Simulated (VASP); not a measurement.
# AlN (CsCl type) (Pm-3m) in VASP: notebook, part 2 of 2

VASP 6.6.1. The steps go on from the part before.

### 4 Relaxation of cell and atoms, PBE, target pressure 100 GPa, at which the enthalpy is minimised

This run uses another cell than the first one, of 6.29 Å³/atom.

The input, INCAR:

```
SYSTEM = AlN
PREC = Accurate
ENCUT = 600
EDIFF = 1E-6
ISMEAR = -1
SIGMA = 0.05
LREAL = .FALSE.
LASPH = .TRUE.
NELM = 100
ALGO = Normal
ISIF = 3
LWAVE = .FALSE.
LCHARG = .FALSE.
GGA = PE
IBRION = 2
NSW = 60
EDIFFG = -0.005
PSTRESS = 1000.0
```

The input, KPOINTS:

```
Automatic mesh
0
G
  15 15 15
  0 0 0
```

The input, POSCAR:

```
AlN
1.0
    2.3259749036      0.0000000000      0.0000000000
    0.0000000000      2.3259749036      0.0000000000
    0.0000000000      0.0000000000      2.3259749036
Al N
1 1
Direct
    0.0000000000      0.0000000000      0.0000000000
    0.5000000000      0.5000000000      0.5000000000
```

Potentials or basis: VASP PAW PBE potentials, release 64 (Al, N).

Started as:

```console
$ cat potpaw_PBE.64/Al/POTCAR potpaw_PBE.64/N/POTCAR > POTCAR
$ mpirun -np 1 vasp_std > vasp.out
```

OUTCAR:

```text
SYSTEM = AlN
   PREC = Accurate
   ENCUT = 600
   EDIFF = 1E-6
   ISMEAR = -1
   LREAL = .FALSE.
   LASPH = .TRUE.
   NELM = 100
   ISIF = 3
   GGA = PE
   IBRION = 2
   NSW = 60
   EDIFFG = -0.005
   PSTRESS = 1000.0

 ion  position               nearest neighbor table
   1  0.000  0.000  0.000-   2 2.01   2 2.01   2 2.01   2 2.01   2 2.01   2 2.01   2 2.01   2 2.01

   2  0.500  0.500  0.500-   1 2.01   1 2.01   1 2.01   1 2.01   1 2.01   1 2.01   1 2.01   1 2.01

  LATTYP: Found a simple cubic cell.
 ALAT       =     2.3259749036

  Lattice vectors:

 A1 = (   2.3259749036,   0.0000000000,   0.0000000000)
 A2 = (   0.0000000000,   2.3259749036,   0.0000000000)
 A3 = (   0.0000000000,   0.0000000000,   2.3259749036)

Analysis of symmetry for initial positions (statically):
=====================================================================
 Subroutine PRICEL returns:
 Original cell was already a primitive cell.

 Routine SETGRP: Setting up the symmetry group for a
 simple cubic supercell.

 Subroutine GETGRP returns: Found 48 space group operations
 (whereof 48 operations were pure point group operations)
 out of a pool of 48 trial point group operations.

The static configuration has the point symmetry O_h .

Analysis of symmetry for dynamics (positions and initial velocities):
=====================================================================
 Subroutine PRICEL returns:
 Original cell was already a primitive cell.

 Routine SETGRP: Setting up the symmetry group for a
 simple cubic supercell.

 Subroutine GETGRP returns: Found 48 space group operations
 (whereof 48 operations were pure point group operations)
 out of a pool of 48 trial point group operations.

The dynamic configuration has the point symmetry O_h .

 Subroutine INISYM returns: Found 48 space group operations
 (whereof 48 operations are pure point group operations),
 and found     1 'primitive' translations

----------------------------------------------------------------------------------------

                                     Primitive cell

  volume of cell :      12.5839

  direct lattice vectors                    reciprocal lattice vectors
     2.325974904  0.000000000  0.000000000     0.429927253  0.000000000  0.000000000
     0.000000000  2.325974904  0.000000000     0.000000000  0.429927253  0.000000000
     0.000000000  0.000000000  2.325974904     0.000000000  0.000000000  0.429927253

  length of vectors
     2.325974904  2.325974904  2.325974904     0.429927253  0.429927253  0.429927253

  position of ions in fractional coordinates (direct lattice)
     0.000000000  0.000000000  0.000000000
     0.500000000  0.500000000  0.500000000

  ion indices of the primitive-cell ions
   primitive index   ion index
                 1           1
                 2           2

----------------------------------------------------------------------------------------

 KPOINTS: Automatic mesh
[... 48 lines left out ...]
  0.333333  0.200000  0.000000     24.000000
 [... further k-points ...]
   k-points           NKPTS =    120   k-points in BZ     NKDIM =    120   number of bands    NBANDS=      8
   number of dos      NEDOS =    301   number of ions     NIONS =      2
   total plane-waves  NPLWV =   8000
   dimension x,y,z NGX =    20 NGY =   20 NGZ =   20
   dimension x,y,z NGXF=    40 NGYF=   40 NGZF=   40
   ions per type =               1   1
   NGX,Y,Z   is equivalent  to a cutoff of  14.29, 14.29, 14.29 a.u.
   NGXF,Y,Z  is equivalent  to a cutoff of  28.59, 28.59, 28.59 a.u.
 SYSTEM =  AlN
   PREC   = accura    normal or accurate (medium, high low for compatibility)
   ISTART =      0    job   : 0-new  1-cont  2-samecut
   ICHARG =      2    charge: 1-file 2-atom 10-const
   ISPIN  =      1    spin polarized calculation?
   LNONCOLLINEAR =      F non collinear calculations
   LSORBIT =      F    spin-orbit coupling
   LASPH  =      T    aspherical Exc in radial PAW
   ENCUT  =  600.0 eV  44.10 Ry    6.64 a.u.   4.65  4.65  4.65*2*pi/ulx,y,z
   NELM   =    100;   NELMIN=  2; NELMDL= -5     # of ELM steps
   EDIFF  = 0.1E-05   stopping-criterion for ELM
   LREAL  =      F    real-space projection
   EDIFFG = -.5E-02   stopping-criterion for IOM
   NSW    =     60    number of steps for IOM
   IBRION =      2    ionic relax: 0-MD 1-quasi-New 2-CG
   NFREE  =      1    steps in history (QN), initial steepest desc. (CG)
   ISIF   =      3    stress and relaxation
   ISYM   =      2    0-nonsym 1-usesym 2-fastsym
   POTIM  = 0.5000    time-step for ionic-motion
   TEBEG  =    0.0;   TEEND  =   0.0 temperature during run
   PSTRESS= 1000.0 pullay stress
   NELECT =       8.0000    total number of electrons
   NUPDOWN=      -1.0000    fix difference up-down
   EMIN   =  10.00;   EMAX   =-10.00  energy-range for DOS
   EFERMI =   0.00;   METHOD = LEGACY
   ISMEAR =    -1;   SIGMA  =   0.05  broadening in eV -4-tet -1-fermi 0-gaus
   EFERMI_NEDOS =   21; number of points for ismear=-14 and -15
   IALGO  =     38    algorithm
   IMIX   =      4    mixing-type and parameters
     AMIX     =   0.40;   BMIX     =  1.00
     AMIX_MAG =   1.60;   BMIX_MAG =  1.00
  volume/ion in A,a.u.               =       6.29        42.46
  Fermi-wavevector in a.u.,A,eV,Ry     =   1.407667  2.660104 26.960287  1.981525
  Thomas-Fermi vector in A             =   2.529903
   LORBIT       =      0    0 simple, 1 ext, 2 COOP (PROOUT), +10 PAW based schemes
   GGA     = PE    functional components
   LHFCALC =     F    Hartree Fock is set to
   AEXX    =    0.0000 exact exchange contribution
   IVDW    =     0    specifies the selected vdW correction
   LEPSILON=     F    determine dielectric tensor
   LRPA    =     F    only Hartree local field effects (RPA)
 conjugate gradient relaxation of ions
 non-spin polarized calculation
  energy-cutoff  :      600.00
  volume of cell :       12.58
 maximum number of plane-waves:       441
 NGX is ok and might be reduce to    20
   NGX =  9   NGY =  9   NGZ =  9

--------------------------------------- Ionic step        1  -------------------------------------------

 number of electron       8.0000003 magnetization

 Free energy of the ion-electron system (eV)
  ---------------------------------------------------
  ext. energy  EPLUGINS =         0.00000000
  ---------------------------------------------------
  free energy    TOTEN  =        -9.76010398 eV

  energy without entropy =       -9.75763837  energy(sigma->0) =       -9.75887117

------------------------ aborting loop because EDIFF is reached ----------------------------------------

  FORCE on cell =-STRESS in cart. coord.  units (eV):
  Direction    XX          YY          ZZ          XY          YZ          ZX
  --------------------------------------------------------------------------------------
  -------------------------------------------------------------------------------------
  Total       10.7187131     10.7187131     10.7187131      0.0000000      0.0000000     -0.0000000
  in kB     1364.7030291   1364.7030291   1364.7030291      0.0000000      0.0000000     -0.0000000
  external PRESSURE =     364.7030291 kB  Pullay stress =    1000.0000000 kB
[... 101 lines left out ...]
--------------------------------------- Ionic step        4  -------------------------------------------

 number of electron       7.9999998 magnetization

 Free energy of the ion-electron system (eV)
  ---------------------------------------------------
  ext. energy  EPLUGINS =         0.00000000
  ---------------------------------------------------
  free energy    TOTEN  =       -10.33772591 eV

  energy without entropy =      -10.33491977  energy(sigma->0) =      -10.33632284

 E-fermi :  15.2319     XC(G=0): -13.4490

 val. band max:       15.1529790847   @ k =   0.4667   0.2667   0.0000
 cond. band min:      15.2917030539   @ k =   0.4667   0.4000   0.1333
 fundamental gap:      0.1387239692
 Fermi energy:        15.2318971276

 k-point     1 :       0.0000    0.0000    0.0000
  band No.  band energies     occupation
      1      -6.3135      2.00000
      2      13.1774      2.00000
      3      13.1774      2.00000
      4      13.1774      2.00000
      5      19.6818      0.00000
      6      21.1325      0.00000
      7      21.1325      0.00000
      8      35.6541      0.00000
[... 243 lines left out ...]
 k-point    24 :       0.3333    0.2000    0.0000
  band No.  band energies     occupation
      1      -3.3316      2.00000
      2       5.8079      2.00000
      3      10.3123      2.00000
      4      14.4972      2.00000
      5      21.5308      0.00000
      6      23.2518      0.00000
      7      26.6686      0.00000
      8      31.5285      0.00000

 [... further k-points ...]

------------------------ aborting loop because EDIFF is reached ----------------------------------------

  FORCE on cell =-STRESS in cart. coord.  units (eV):
  Direction    XX          YY          ZZ          XY          YZ          ZX
  --------------------------------------------------------------------------------------
  -------------------------------------------------------------------------------------
  Total        8.3368990      8.3368990      8.3368990      0.0000000     -0.0000000      0.0000000
  in kB      998.8863680    998.8863680    998.8863680      0.0000000     -0.0000000      0.0000000
  external PRESSURE =      -1.1136320 kB  Pullay stress =    1000.0000000 kB
[... 21 lines left out ...]
  energy  without entropy=      -10.3349197655  energy(sigma->0) =      -10.33632284

  enthalpy is  TOTEN    =        -1.9915323587 eV   P V=        8.3461935473

 reached required accuracy - stopping structural energy minimisation
```

OSZICAR:

```text
N       E                     dE             d eps       ncg     rms          rms(c)
DAV:   1     0.188926549218E+02    0.18893E+02   -0.48096E+03  1960   0.101E+03
[... 28 lines left out ...]
   3 F= -.19913141E+01 E0= -.19899020E+01  d E =-.854560E-01
       N       E                     dE             d eps       ncg     rms          rms(c)
DAV:   1    -0.103378602193E+02    0.23750E-01   -0.40911E-03  2200   0.636E-01    0.888E-02
DAV:   2    -0.103377297593E+02    0.13046E-03   -0.64025E-04  2464   0.190E-01    0.216E-02
DAV:   3    -0.103377272019E+02    0.25574E-05   -0.71184E-06  2208   0.325E-02    0.947E-03
DAV:   4    -0.103377258473E+02    0.13546E-05   -0.69793E-07  1448   0.894E-03    0.262E-03
DAV:   5    -0.103377259060E+02   -0.58759E-07   -0.88067E-08  1128   0.317E-03
   4 F= -.19915324E+01 E0= -.19901293E+01  d E =-.856742E-01
```

CONTCAR:

```text
AlN
   1.00000000000000
     2.3735570680973708    0.0000000000000000   -0.0000000000000000
     0.0000000000000000    2.3735570680973708   -0.0000000000000000
     0.0000000000000000    0.0000000000000000    2.3735570680973708
  Al              N
     1     1
Direct
     0.0000000000000000    0.0000000000000000    0.0000000000000000
     0.5000000000000000    0.5000000000000000    0.5000000000000000

  0.00000000E+00  0.00000000E+00  0.00000000E+00
  0.00000000E+00  0.00000000E+00  0.00000000E+00
```

It took 18 s on 1 thread of AMD EPYC 9R45 (Zen 5), shared host; peak memory 0.1 GiB.

What came out:

* Free energy: -10.3377 eV
* Relaxed volume: 6.69 Å³/atom
* Relaxed cell: a = 2.374 Å, b = 2.374 Å, c = 2.374 Å, α = 90.00°, β = 90.00°, γ = 90.00°
* Space group after relaxing (to 0.1 Å): Pm-3m (No. 221)
* Energy change on relaxing (the run minimises the enthalpy): -288.8 meV/atom
* Ionic steps: 4
* Pressure after relaxing: 99.9 GPa
* Band gap on the k mesh: zero (bands 4 and 5 overlap by 1.07 eV)

Step by step:
```tsv
step	energy change (eV)	largest force (eV/Å)	pressure (GPa)	volume (Å³)
1	0.0000	0.0000	136.47	12.58
2	-1.4072	0.0000	38.93	15.38
3	-0.6015	0.0000	98.36	13.41
4	-0.5776	0.0000	99.89	13.37
```

Final structure:
```
Al N
1.0
     2.37356    0.00000    0.00000
     0.00000    2.37356    0.00000
     0.00000    0.00000    2.37356
Al N
1 1
Direct
  0.00000 0.00000 0.00000
  0.50000 0.50000 0.50000
```

Levels at points of the mesh, in eV from the Fermi level:
```tsv
k point	band 1	band 2	band 3	band 4	band 5	band 6	band 7	band 8
(0.00, 0.00, 0.00)	-21.55	-2.05	-2.05	-2.05	4.45	5.90	5.90	20.42
```

Caveat: the cell is relaxed towards a set pressure, so the run minimises the enthalpy, not the energy.

### 5 Relaxation of cell and atoms, PBE, target pressure 100 GPa, at which the enthalpy is minimised

The input, INCAR:

```
ALGO = Normal ; EDIFF = 1E-6
EDIFFG = -0.005 ; ENCUT = 600
GGA = PE ; IBRION = 2
ISIF = 3 ; ISMEAR = -1
LASPH = True ; LCHARG = False
LREAL = False ; LWAVE = False
NELM = 80 ; NSW = 32
PREC = Accurate ; PSTRESS = 1000.0
SIGMA = 0.05
```

The input, KPOINTS:

```
k-points
0
Gamma
  15 15 15
```

The input, POSCAR:

```
AlN
1.0
    2.3735555099      0.0000000000      0.0000000000
    0.0000000000      2.3735555099      0.0000000000
    0.0000000000      0.0000000000      2.3735555099
Al N
1 1
Direct
    0.0000000000      0.0000000000      0.0000000000
    0.5000000000      0.5000000000      0.5000000000
```

Potentials or basis: VASP PAW PBE potentials, release 64 (Al, N).

Started as:

```console
$ cat potpaw_PBE.64/Al/POTCAR potpaw_PBE.64/N/POTCAR > POTCAR
$ mpirun -np 1 vasp_std > vasp.out
```

OUTCAR:

```text
EDIFF = 1E-6
   EDIFFG = -0.005
   ENCUT = 600
   GGA = PE
   IBRION = 2
   ISIF = 3
   ISMEAR = -1
   LASPH = True
   LREAL = False
   NELM = 80
   NSW = 32
   PREC = Accurate
   PSTRESS = 1000.0

 ion  position               nearest neighbor table
   1  0.000  0.000  0.000-   2 2.06   2 2.06   2 2.06   2 2.06   2 2.06   2 2.06   2 2.06   2 2.06

   2  0.500  0.500  0.500-   1 2.06   1 2.06   1 2.06   1 2.06   1 2.06   1 2.06   1 2.06   1 2.06

  LATTYP: Found a simple cubic cell.
 ALAT       =     2.3735555099

  Lattice vectors:

 A1 = (   2.3735555099,   0.0000000000,   0.0000000000)
 A2 = (   0.0000000000,   2.3735555099,   0.0000000000)
 A3 = (   0.0000000000,   0.0000000000,   2.3735555099)

Analysis of symmetry for initial positions (statically):
=====================================================================
 Subroutine PRICEL returns:
 Original cell was already a primitive cell.

 Routine SETGRP: Setting up the symmetry group for a
[... 176 lines left out ...]
  -------------------------------------------------------------------------------------
  Total        8.3312147      8.3312147      8.3312147      0.0000000      0.0000000      0.0000000
  in kB      998.2072790    998.2072790    998.2072790      0.0000000      0.0000000      0.0000000
  external PRESSURE =      -1.7927210 kB  Pullay stress =    1000.0000000 kB
[... 63 lines left out ...]
--------------------------------------- Ionic step        3  -------------------------------------------

 number of electron       7.9999998 magnetization

 Free energy of the ion-electron system (eV)
  ---------------------------------------------------
  ext. energy  EPLUGINS =         0.00000000
  ---------------------------------------------------
  free energy    TOTEN  =       -10.33646412 eV

  energy without entropy =      -10.33365958  energy(sigma->0) =      -10.33506185

 E-fermi :  15.2380     XC(G=0): -13.4507

 val. band max:       15.1589421964   @ k =   0.4667   0.2667   0.0000
 cond. band min:      15.2978454754   @ k =   0.4667   0.4000   0.1333
 fundamental gap:      0.1389032791
 Fermi energy:        15.2379693500

 k-point     1 :       0.0000    0.0000    0.0000
  band No.  band energies     occupation
      1      -6.3119      2.00000
      2      13.1828      2.00000
      3      13.1828      2.00000
      4      13.1828      2.00000
      5      19.6927      0.00000
      6      21.1377      0.00000
      7      21.1377      0.00000
      8      35.6664      0.00000
[... 243 lines left out ...]
 k-point    24 :       0.3333    0.2000    0.0000
  band No.  band energies     occupation
      1      -3.3292      2.00000
      2       5.8113      2.00000
      3      10.3168      2.00000
      4      14.5029      2.00000
      5      21.5380      0.00000
      6      23.2611      0.00000
      7      26.6777      0.00000
      8      31.5380      0.00000

 [... further k-points ...]

------------------------ aborting loop because EDIFF is reached ----------------------------------------

  FORCE on cell =-STRESS in cart. coord.  units (eV):
  Direction    XX          YY          ZZ          XY          YZ          ZX
  --------------------------------------------------------------------------------------
  -------------------------------------------------------------------------------------
  Total        8.3448351      8.3448351      8.3448351     -0.0000000     -0.0000000      0.0000000
  in kB     1000.1645825   1000.1645825   1000.1645825     -0.0000000     -0.0000000      0.0000000
  external PRESSURE =       0.1645825 kB  Pullay stress =    1000.0000000 kB
[... 21 lines left out ...]
  energy  without entropy=      -10.3336595753  energy(sigma->0) =      -10.33506185

  enthalpy is  TOTEN    =        -1.9930022607 eV   P V=        8.3434618622

 reached required accuracy - stopping structural energy minimisation
```

OSZICAR:

```text
N       E                     dE             d eps       ncg     rms          rms(c)
DAV:   1     0.190774833665E+02    0.19077E+02   -0.47979E+03  1952   0.100E+03
DAV:   2    -0.119379449494E+02   -0.31015E+02   -0.29095E+02  2568   0.177E+02
DAV:   3    -0.124056173106E+02   -0.46767E+00   -0.46767E+00  2552   0.260E+01
DAV:   4    -0.124065064700E+02   -0.88916E-03   -0.88916E-03  3272   0.950E-01
[... 12 lines left out ...]
DAV:   3    -0.103301325477E+02    0.34919E-06   -0.94666E-07  1552   0.120E-02
   2 F= -.19929889E+01 E0= -.19915895E+01  d E =0.109867E-04
       N       E                     dE             d eps       ncg     rms          rms(c)
DAV:   1    -0.103364734844E+02   -0.63406E-02   -0.28001E-04  2224   0.168E-01    0.230E-02
DAV:   2    -0.103364642757E+02    0.92087E-05   -0.42897E-05  2568   0.495E-02    0.578E-03
DAV:   3    -0.103364641229E+02    0.15278E-06   -0.45059E-07  1256   0.832E-03
   3 F= -.19930023E+01 E0= -.19916000E+01  d E =-.238751E-05
```

CONTCAR:

```text
AlN
   1.00000000000000
     2.3732980870420644    0.0000000000000000    0.0000000000000000
     0.0000000000000000    2.3732980870420644    0.0000000000000000
     0.0000000000000000    0.0000000000000000    2.3732980870420644
  Al              N
     1     1
Direct
     0.0000000000000000    0.0000000000000000    0.0000000000000000
     0.5000000000000000    0.5000000000000000    0.5000000000000000

  0.00000000E+00  0.00000000E+00  0.00000000E+00
  0.00000000E+00  0.00000000E+00  0.00000000E+00
```

It took 11 s on 1 thread of AMD EPYC 9R45 (Zen 5), shared host; peak memory 0.09 GiB.

What came out:

- Free energy: -10.3365 eV
- Relaxed volume: 6.68 Å³/atom
- Relaxed cell: a = 2.373 Å, b = 2.373 Å, c = 2.373 Å, α = 90.00°, β = 90.00°, γ = 90.00°
- Space group after relaxing (to 0.1 Å): Pm-3m (No. 221)
- Energy change on relaxing (the run minimises the enthalpy): +1.4 meV/atom
- Ionic steps: 3
- Pressure after relaxing: 100.0 GPa
- Band gap on the k mesh: zero (bands 4 and 5 overlap by 1.07 eV)

The path:
| step | energy change (eV) | largest force (eV/Å) | pressure (GPa) | volume (Å³) |
| --- | --- | --- | --- | --- |
| 1 | 0.0000 | 0.0000 | 99.82 | 13.37 |
| 2 | 0.0090 | 0.0000 | 100.42 | 13.36 |
| 3 | 0.0027 | 0.0000 | 100.02 | 13.37 |

Final structure:
```
Al N
1.0
     2.37330    0.00000    0.00000
     0.00000    2.37330    0.00000
     0.00000    0.00000    2.37330
Al N
1 1
Cartesian
  0.0000 0.0000 0.0000
  1.1866 1.1866 1.1866
```

Levels at points of the mesh, in eV from the Fermi level:
```
           k point  band 1  band 2  band 3  band 4  band 5  band 6  band 7  band 8
(0.00, 0.00, 0.00)  -21.55   -2.06   -2.06   -2.06    4.45    5.90    5.90   20.43
```

Caveat: the cell is relaxed towards a set pressure, so the run minimises the enthalpy, not the energy.

### 6 Overview

| task | cell | cutoff (eV) | gap on the mesh (eV) | pressure (GPa) |
| --- | --- | --- | --- | --- |
| single point | a = 2.374 Å, 2 atoms | 520 | none | 99.9 |
| relaxation of cell and atoms | relaxed to 100 GPa from a = 2.326 Å, 2 atoms | 600 | none | 99.9 |
| relaxation of cell and atoms | relaxed to 100 GPa from a = 2.374 Å, 2 atoms | 600 | none | 100.0 |

Alike in all rows: level PBE; potentials or basis VASP PAW PBE potentials, release 64 (Al, N); no spin polarisation; k mesh 15 × 15 × 15; smearing fermi-dirac 0.05 eV.

Caveats: the cell is relaxed towards a set pressure, so the run minimises the enthalpy, not the energy (at least some runs); the cell stands under pressure (at least some runs).

Total energies depend on the potentials used, so only differences within one code and one set of settings carry meaning.

The gap in the log of VASP goes by the Fermi energy; the results here count the filled bands.